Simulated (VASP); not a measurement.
# Ir (R-3m) in VASP: notebook, part 2 of 2

VASP 6.6.1. Earlier steps stand in the parts before.

## 3. Single point, PBE

This run uses another cell than the first one, of 15.12 Å³/atom.

File INCAR:

```
SYSTEM = Ir
PREC = Accurate ; ENCUT = 520
EDIFF = 1E-6 ; ISMEAR = 0
SIGMA = 0.1 ; LREAL = .False.
LASPH = .True. ; NELM = 100
ALGO = Normal ; ISIF = 2
LWAVE = .False. ; LCHARG = .True.
GGA = PE ; LELF = .True.
LVHAR = .True. ; NBANDS = 16
```

File KPOINTS:

```
regular mesh
0
Gamma
  9 9 9
  0 0 0
```

File POSCAR:

```
Ir
1.0
    1.3519034450      0.7805218179      4.7760789200
   -1.3519034450      0.7805218179      4.7760789200
    0.0000000000     -1.5610436357      4.7760789200
Ir
2
Direct
    0.0884885220      0.0884885220      0.0884885220
    0.9115114780      0.9115114780      0.9115114780
```

Potentials or basis: VASP PAW PBE potentials, release 64 (Ir).

Run with:

```bash
> cat potpaw_PBE.64/Ir/POTCAR > POTCAR
> mpirun -np 1 vasp_std > vasp.out
```

OUTCAR:

```text
SYSTEM = Ir
   PREC = Accurate
   ENCUT = 520
   EDIFF = 1E-6
   ISMEAR = 0
   LREAL = .False.
   LASPH = .True.
   NELM = 100
   ISIF = 2
   GGA = PE

 ion  position               nearest neighbor table
   1  0.088  0.088  0.088-   2 2.54   2 2.73   2 2.73   2 2.73
   2  0.912  0.912  0.912-   1 2.54   1 2.73   1 2.73   1 2.73

  LATTYP: Found a trigonal (rhomboedric) cell.
 ALAT       =     5.0247176123
 COS(alpha) =     0.8552235157

  Lattice vectors:

 A1 = (   1.3519034450,   0.7805218179,   4.7760789200)
 A2 = (  -1.3519034450,   0.7805218179,   4.7760789200)
 A3 = (   0.0000000000,  -1.5610436357,   4.7760789200)

Analysis of symmetry for initial positions (statically):
=====================================================================
 Subroutine PRICEL returns:
 Original cell was already a primitive cell.

 Routine SETGRP: Setting up the symmetry group for a
 trigonal (rhombohedral) supercell.

 Subroutine GETGRP returns: Found 12 space group operations
 (whereof 12 operations were pure point group operations)
 out of a pool of 12 trial point group operations.

The static configuration has the point symmetry D_3d.

Analysis of symmetry for dynamics (positions and initial velocities):
=====================================================================
 Subroutine PRICEL returns:
 Original cell was already a primitive cell.

 Routine SETGRP: Setting up the symmetry group for a
 trigonal (rhombohedral) supercell.

 Subroutine GETGRP returns: Found 12 space group operations
 (whereof 12 operations were pure point group operations)
 out of a pool of 12 trial point group operations.

The dynamic configuration has the point symmetry D_3d.

 Subroutine INISYM returns: Found 12 space group operations
 (whereof 12 operations are pure point group operations),
 and found     1 'primitive' translations

----------------------------------------------------------------------------------------
[... 107 lines left out ...]
   EFERMI =   0.00;   METHOD = LEGACY
   ISMEAR =     0;   SIGMA  =   0.10  broadening in eV -4-tet -1-fermi 0-gaus
   EFERMI_NEDOS =   21; number of points for ismear=-14 and -15
   IALGO  =     38    algorithm
   IMIX   =      4    mixing-type and parameters
     AMIX     =   0.40;   BMIX     =  1.00
     AMIX_MAG =   1.60;   BMIX_MAG =  1.00
  volume/ion in A,a.u.               =      15.12       102.03
  Fermi-wavevector in a.u.,A,eV,Ry     =   1.377150  2.602436 25.804014  1.896542
  Thomas-Fermi vector in A             =   2.502329
   LORBIT       =      0    0 simple, 1 ext, 2 COOP (PROOUT), +10 PAW based schemes
   GGA     = PE    functional components
   LHFCALC =     F    Hartree Fock is set to
   AEXX    =    0.0000 exact exchange contribution
   IVDW    =     0    specifies the selected vdW correction
   LEPSILON=     F    determine dielectric tensor
   LRPA    =     F    only Hartree local field effects (RPA)
 non-spin polarized calculation
 Gauss-broadening in eV      SIGMA  =   0.10
  energy-cutoff  :      520.00
  volume of cell :       30.24
 maximum number of plane-waves:       830
 NGX is ok and might be reduce to    40
   NGX = 19   NGY = 19   NGZ = 19

 number of electron      18.0000000 magnetization

 Free energy of the ion-electron system (eV)
  ---------------------------------------------------
  ext. energy  EPLUGINS =         0.00000000
  ---------------------------------------------------
  free energy    TOTEN  =       -17.34477711 eV

  energy without entropy =      -17.33720509  energy(sigma->0) =      -17.34099110

 E-fermi :   9.0914     XC(G=0): -13.5427

 val. band max:        9.0901777913   @ k =   0.3333   0.2222   0.0000
 cond. band min:       9.1235687484   @ k =  -0.2222   0.3333   0.2222
 fundamental gap:      0.0333909571
 Fermi energy:         9.0914416045

 k-point     1 :       0.0000    0.0000    0.0000
  band No.  band energies     occupation
      1      -1.1377      2.00000
      2       1.8865      2.00000
      3       4.0118      2.00000
      4       5.9587      2.00000
      5       5.9587      2.00000
      6       5.9803      2.00000
[... 433 lines left out ...]
      3       3.3956      2.00000
      4       4.1087      2.00000
      5       6.0806      2.00000
      6       6.5801      2.00000
[... 8 lines left out ...]
     15      22.0828      0.00000
     16      22.8320      0.00000

 [... further k-points ...]
[... 5 lines left out ...]
  --------------------------------------------------------------------------------------
  -------------------------------------------------------------------------------------
  Total        0.0827609      0.0827609      0.0654148     -0.0000000      0.0000000      0.0000000
  in kB        4.3851288      4.3851288      3.4660375     -0.0000000      0.0000000      0.0000000
  external PRESSURE =       4.0787651 kB  Pullay stress =       0.0000000 kB

 VOLUME and BASIS-vectors are now :
 -----------------------------------------------------------------------------
  energy-cutoff  :      520.00
  volume of cell :       30.24
      direct lattice vectors                 reciprocal lattice vectors
     1.351903445  0.780521818  4.776078920     0.369848898  0.213532361  0.069792258
    -1.351903445  0.780521818  4.776078920    -0.369848898  0.213532361  0.069792258
     0.000000000 -1.561043636  4.776078920     0.000000000 -0.427064722  0.069792258

 POSITION                                       TOTAL-FORCE (eV/Angst)
 -----------------------------------------------------------------------------------
      0.00000      0.00000      1.26788         0.000000     -0.000000     -0.034172
      0.00000      0.00000     13.06035         0.000000      0.000000      0.034172
 -----------------------------------------------------------------------------------
    total drift:                                0.000000     -0.000000     -0.000000

  FREE ENERGIE OF THE ION-ELECTRON SYSTEM (eV)
  ---------------------------------------------------
  free  energy   TOTEN  =       -17.3447771095 eV

  energy  without entropy=      -17.3372050921  energy(sigma->0) =      -17.34099110
```

OSZICAR:

```text
N       E                     dE             d eps       ncg     rms          rms(c)
DAV:   1     0.137340892606E+03    0.13734E+03   -0.82694E+03  2720   0.111E+03
DAV:   2    -0.147012041525E+02   -0.15204E+03   -0.13631E+03  2720   0.302E+02
DAV:   3    -0.184111391146E+02   -0.37099E+01   -0.36658E+01  3808   0.560E+01
DAV:   4    -0.184515088499E+02   -0.40370E-01   -0.40363E-01  3104   0.498E+00
DAV:   5    -0.184526584865E+02   -0.11496E-02   -0.11496E-02  3864   0.877E-01    0.184E+01
DAV:   6    -0.175034783428E+02    0.94918E+00   -0.13109E+00  3560   0.145E+01    0.724E+00
DAV:   7    -0.173564317639E+02    0.14705E+00   -0.32144E-01  3744   0.667E+00    0.199E+00
DAV:   8    -0.173463551804E+02    0.10077E-01   -0.63732E-03  3104   0.745E-01    0.595E-01
DAV:   9    -0.173447687200E+02    0.15865E-02   -0.23833E-03  3704   0.618E-01    0.619E-02
DAV:  10    -0.173447718127E+02   -0.30928E-05   -0.25750E-05  3848   0.466E-02    0.140E-02
DAV:  11    -0.173447775668E+02   -0.57541E-05   -0.20689E-06  3480   0.116E-02    0.308E-03
DAV:  12    -0.173447771095E+02    0.45731E-06   -0.84997E-08  1936   0.280E-03
   1 F= -.17344777E+02 E0= -.17340991E+02  d E =-.757202E-02
```

stdout:

```text
POSCAR found type information on POSCAR Ir
 POSCAR found :  1 types and       2 ions
 scaLAPACK will be used
 LDA part: xc-table for (Slater+PW92), standard interpolation
 POSCAR, INCAR and KPOINTS ok, starting setup
 FFT: planning ... GRIDC
 FFT: planning ... GRID_SOFT
 FFT: planning ... GRID
 WAVECAR not read
 entering main loop
```

Run time: 63 s. Hardware: 1 thread of AMD EPYC 9R45 (Zen 5), shared host; peak memory 0.23 GiB.

What came out:

```yaml
Free_energy: -17.3448 eV
Pressure: 0.4 GPa
Largest_force: 0.034 eV/Å
Band_gap_on_the_k_mesh: zero (bands 9 and 10 overlap by 2.71 eV)
```

Forces on the atoms (eV/Å):
```
Ir   0.000  0.000 -0.034
Ir   0.000  0.000  0.034
```

Levels at points of the mesh, in eV from the Fermi level:
```tsv
k point	band 6	band 7	band 8	band 9	band 10	band 11	band 12	band 13
(0.00, 0.00, 0.00)	-3.11	-3.11	-0.87	-0.35	-0.35	-0.24	-0.24	6.10
```

Caveat: spin-orbit coupling is left out, which moves the levels of the heavy elements.

## 4. Relaxation of cell and atoms, PBE

This run uses another cell than the first one, of 15.16 Å³/atom.

File INCAR:

```
SYSTEM = Ir
PREC     = Accurate       ! precision mode
ENCUT    = 600            ! plane-wave cutoff, eV
EDIFF    = 1E-6           ! SCF threshold, eV
ISMEAR   = 0              ! smearing method
SIGMA    = 0.1            ! smearing width, eV
LREAL    = .FALSE.        ! projectors in reciprocal space
LASPH    = .TRUE.         ! aspherical terms in the spheres
NELM     = 60             ! most SCF steps
ALGO     = Normal         ! electronic algorithm
ISIF     = 3              ! what is computed and relaxed
LWAVE    = .FALSE.        ! write WAVECAR
LCHARG   = .FALSE.        ! write CHGCAR
GGA      = PE             ! functional
IBRION   = 2              ! ionic algorithm
NSW      = 90             ! ionic steps
EDIFFG   = -0.04          ! ionic threshold
```

File KPOINTS:

```
regular mesh
0
G
  9 9 9
  0 0 0
```

File POSCAR:

```
Ir
1.0
    1.3562645597      0.7830397086      4.7593728821
   -1.3562645597      0.7830397086      4.7593728821
    0.0000000000     -1.5660794172      4.7593728821
Ir
2
Direct
    0.0892826921      0.0892826921      0.0892826921
    0.9107173079      0.9107173079      0.9107173079
```

Run with:

```bash
> cat potpaw_PBE.64/Ir/POTCAR > POTCAR
> mpirun -np 1 vasp_std > vasp.out
```

Wall time 2.4 min (1 thread of AMD EPYC 9R45 (Zen 5), shared host); peak memory 0.24 GiB.

It converged, with:

```
Free energy                           : -17.3452 eV
Relaxed volume                        : 15.14 Å³/atom
Relaxed cell                          : a = 5.027 Å, b = 5.027 Å, c = 5.027 Å, α = 31.21°, β = 31.21°, γ = 31.21°
Space group after relaxing (to 0.1 Å) : R-3m (No. 166)
Energy gained by relaxing             : 2.3 meV/atom
Ionic steps                           : 5
Pressure after relaxing               : 0.1 GPa
Band gap on the k mesh                : zero (bands 9 and 10 overlap by 2.71 eV)
```

The path:
| step | energy change (eV) | largest force (eV/Å) | pressure (GPa) | volume (Å³) |
| --- | --- | --- | --- | --- |
| 1 | 0.0000 | 0.2723 | -0.10 | 30.33 |
| 2 | -0.0033 | 0.0196 | -0.02 | 30.28 |
| 3 | -0.0041 | 0.0937 | -0.09 | 30.30 |
| 4 | -0.0042 | 0.0850 | 0.24 | 30.25 |
| 5 | -0.0047 | 0.0013 | 0.09 | 30.27 |

Final structure:
```
Ir
1.0
     1.35243    0.78082    4.77808
    -1.35243    0.78082    4.77808
     0.00000   -1.56165    4.77808
Ir
2
Direct
  0.08840 0.08840 0.08840
  0.91160 0.91160 0.91160
```

Levels at points of the mesh, in eV from the Fermi level:
```
           k point  band 7  band 8  band 9  band 10  band 11  band 12
(0.00, 0.00, 0.00)   -3.10   -0.87   -0.36    -0.36    -0.23    -0.23
```

Caveat: spin-orbit coupling is left out, which moves the levels of the heavy elements.

## 5. Single point, PBE

This run uses another cell than the first one, of 15.12 Å³/atom.

File INCAR:

```
SYSTEM = Ir
PREC = Accurate
ENCUT = 520
EDIFF = 1E-7
ISMEAR = 0
SIGMA = 0.1
LREAL = .False.
LASPH = .True.
NELM = 80
ALGO = Fast
ISIF = 2
LWAVE = .False.
LCHARG = .False.
GGA = PE
NBANDS = 16
```

File KPOINTS:

```
Automatic mesh
0
Gamma
  24 24 24
  0 0 0
```

File POSCAR:

```
Ir
1.0
    1.3521898314      0.7806871631      4.7745817952
   -1.3521898314      0.7806871631      4.7745817952
    0.0000000000     -1.5613743262      4.7745817952
Ir
2
Direct
    0.0885504586      0.0885504586      0.0885504586
    0.9114495414      0.9114495414      0.9114495414
```

Run with:

```bash
> cat potpaw_PBE.64/Ir/POTCAR > POTCAR
> mpirun -np 1 vasp_std > vasp.out
```

Run time: 24 min. Hardware: 1 thread of AMD EPYC 9R45 (Zen 5), shared host; peak memory 0.68 GiB.

It converged, with:

```yaml
Free_energy: -17.3527 eV
Pressure: 0.3 GPa
Largest_force: 0.029 eV/Å
Band_gap_on_the_k_mesh: zero (bands 9 and 10 overlap by 2.94 eV)
```

Forces in eV/Å, atoms in the order of the input:
```
Ir   0.000  0.000 -0.029
Ir   0.000  0.000  0.029
```

Stress tensor (GPa, compression positive):
```
0.35 0.00 0.00
0.00 0.35 0.00
0.00 0.00 0.27
```

Levels at points of the mesh, in eV from the Fermi level:
```csv
k point,band 6,band 7,band 8,band 9,band 10,band 11,band 12,band 13
"(0.00, 0.00, 0.00)",-3.06,-3.06,-0.83,-0.31,-0.31,-0.21,-0.21,6.13
"(0.50, 0.00, 0.00)",-1.31,-1.09,-0.90,1.41,1.73,2.78,4.00,6.26
"(0.50, 0.50, 0.00)",-2.36,-1.23,0.99,1.54,1.61,3.34,3.66,6.23
"(0.50, 0.50, 0.50)",-2.90,-2.90,-2.90,-1.30,-1.30,1.13,1.13,11.09
```

Caveat: spin-orbit coupling is left out, which moves the levels of the heavy elements.

## 6. Overview

```tsv
task	cell	k mesh	cutoff (eV)	gap on the mesh (eV)	pressure (GPa)	largest force (eV/Å)
single point	a = 4.223 Å, angles 44.2°, 2 atoms, atomic positions A	6 × 6 × 6	520	none	291.9	140.87
single point	a = 5.025 Å, angles 31.2°, 2 atoms, atomic positions B	9 × 9 × 9	520	none	0.4	0.03
relaxation of cell and atoms	relaxed from a = 5.010 Å, angles 31.4°, 2 atoms, atomic positions C	9 × 9 × 9	600	none	0.1	-
single point	a = 5.023 Å, angles 31.2°, 2 atoms, atomic positions B	24 × 24 × 24	520	none	0.3	0.03
```

Alike in all rows: level PBE; potentials or basis VASP PAW PBE potentials, release 64 (Ir); no spin polarisation; smearing gaussian 0.1 eV.

Caveats: some runs use coarse meshes; spin-orbit coupling is left out, which moves the levels of the heavy elements; atoms lie so close that the PAW spheres overlap strongly, which falsifies energies and pressures (at least some runs); forces of over 1 eV/Å act on the atoms, so gaps and moduli don't describe the material at rest (at least some runs).

Total energies depend on the potentials used, so only differences within one code and one set of settings carry meaning.
